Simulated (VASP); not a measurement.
Here is a VASP 6.6.1 calculation.

File INCAR:

```
SYSTEM = PbS
  PREC = Accurate
  ENCUT = 520
  EDIFF = 1E-6
  ISMEAR = -1
  SIGMA = 0.01
  LREAL = .FALSE.
  LASPH = .TRUE.
  NELM = 80
  ALGO = Normal
  ISIF = 2
  LWAVE = .FALSE.
  LCHARG = .TRUE.
  GGA = PS
  LELF = .TRUE.
  LVHAR = .TRUE.
  NBANDS = 28
```

File KPOINTS:

```
Automatic mesh
0
G
  7 7 3
  0 0 0
```

File POSCAR:

```
PbS
1.0
    2.9405000000     -2.9000000000      0.0000000000
    2.9405000000      2.9000000000      0.0000000000
   -1.0800500000      0.0000000000     11.8263829000
Pb S
2 2
Direct
    0.7756000000      0.7756000000      0.6363800000
    0.2244000000      0.2244000000      0.3636200000
    0.2684000000      0.2684000000      0.5986000000
    0.7316000000      0.7316000000      0.4014000000
```

Potentials or basis: VASP PAW PBE potentials, release 64 (Pb_d, S).

Command:

```console
$ cat potpaw_PBE.64/Pb_d/POTCAR potpaw_PBE.64/S/POTCAR > POTCAR
$ mpirun -np 1 vasp_std > vasp.out
```

Predict the band gap on the k mesh.

1.23 eV.

Predict the largest force.

0.766 eV/Å.

Forces in eV/Å, atoms in the order of the input:
```
Pb  -0.001  0.000 -0.766
Pb   0.001  0.000  0.766
S   -0.004  0.000 -0.257
S    0.004  0.000  0.257
```

Caveat: the cell differs from its parent crystal (zz strain of +1 %); there is no dipole correction, which matters where the two faces differ; the PAW data sets were made with another functional, which shifts forces and pressure a little; spin-orbit coupling is left out, which moves the levels of the heavy elements.
